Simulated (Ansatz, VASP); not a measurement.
# One calculation of Si, two programs

INCAR

```
SYSTEM = Si
PREC = Accurate
ENCUT = 520
EDIFF = 1E-6
ISMEAR = 0
SIGMA = 0.15
LREAL = .False.
LASPH = .True.
NELM = 60
ALGO = Normal
ISIF = 2
LWAVE = .False.
LCHARG = .False.
GGA = PE
IVDW = 12
NBANDS = 8
```

File KPOINTS:

```
Automatic mesh
0
Gamma
  30 30 30
  0 0 0
```

The input POSCAR:

```
Si
1.0
    0.0000000000      1.6602575323      2.4903862984
    1.6602575323      0.0000000000      2.4903862984
    1.6602575323      1.6602575323      0.0000000000
Si
1
Direct
    0.0000000000      0.0000000000      0.0000000000
```

Input for Ansatz:

```yaml
crystal:
  lattice:
    - [0.0, 1.6602575323, 2.4903862984]
    - [1.6602575323, 0.0, 2.4903862984]
    - [1.6602575323, 1.6602575323, 0.0]
  atoms:
    - { symbol: Si, position: [0.0, 0.0, 0.0] }
basis:
  ecutwfc: 420
kpoints:
  mp_grid: { grid: [30, 30, 30] }
hamiltonian:
  xc: pbe
  dispersion: d3bj
scf:
  occupations: { method: gaussian, width: 0.15 }
output:
  forces: true
  stress: true
  eigenvalues: true
```

Alike in both runs: task single point; functional PBE; dispersion D3(BJ); k mesh 30 × 30 × 30; occupations gaussian, width 0.15 eV; no spin polarisation.

```csv
,VASP,Ansatz
version,VASP 6.6.1,Ansatz 0.2.0
potentials or method,"VASP PAW PBE potentials, release 64 (Si), cutoff 520 eV","scalar-relativistic, plane waves, PAW"
valence electrons in the cell,4,4
```

Ansatz gave:

| Item | Value |
| --- | --- |
| gap on the k mesh at the Fermi level (eV) | none |
| pressure (GPa) | 12.4 |
| traceless stress, the component that is largest in VASP (GPa) | -13.59 |

**Question.** Which values does VASP return?

**Answer.** gap on the k mesh at the Fermi level (eV): none; pressure (GPa): 12.3; traceless stress, the component that is largest in VASP (GPa): -13.52.

A gap of «none» marks a metal or a gap that the smearing closes.
